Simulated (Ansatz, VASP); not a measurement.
**One calculation of LiF, two programs**

```
Li F
1.0
     2.98310    0.00000    0.00000
    -1.49155    2.58344    0.00000
     0.00000    0.00000    4.80696
Li F
2 2
Cartesian
  0.0000 1.7223 1.7558
  1.4915 0.8611 4.1593
  0.0000 1.7223 4.7638
  1.4915 0.8611 2.3603
```

Alike in both runs: task single point; functional LDA; k mesh 9 × 9 × 6; occupations gaussian, width 0.05 eV; no spin polarisation.

|  | VASP | Ansatz |
| --- | --- | --- |
| version | VASP 6.6.1 | Ansatz 0.2.0 |
| potentials or method | VASP PAW LDA potentials, release 64 (Li_sv, F), cutoff 520 eV | scalar-relativistic, plane waves, PAW |
| valence electrons in the cell | 20 | 20 |

```tsv
	VASP	Ansatz	Ansatz less VASP
gap on the k mesh at the Fermi level (eV)	7.98	8.00	+0.015
least direct gap on the mesh (eV)	7.98	8.00	+0.015
rms of the force components (eV/Å)	0.076	0.076	-0.0005
```

LDA's correlation is that of Perdew and Zunger in VASP and of Perdew and Wang (1992) in Ansatz. Atom by atom the forces differ by 0.001 eV/Å (rms over components).

Noted on VASP's run: the cutoff is under 1.25 times that of the potentials, so the pressure is a little rough.
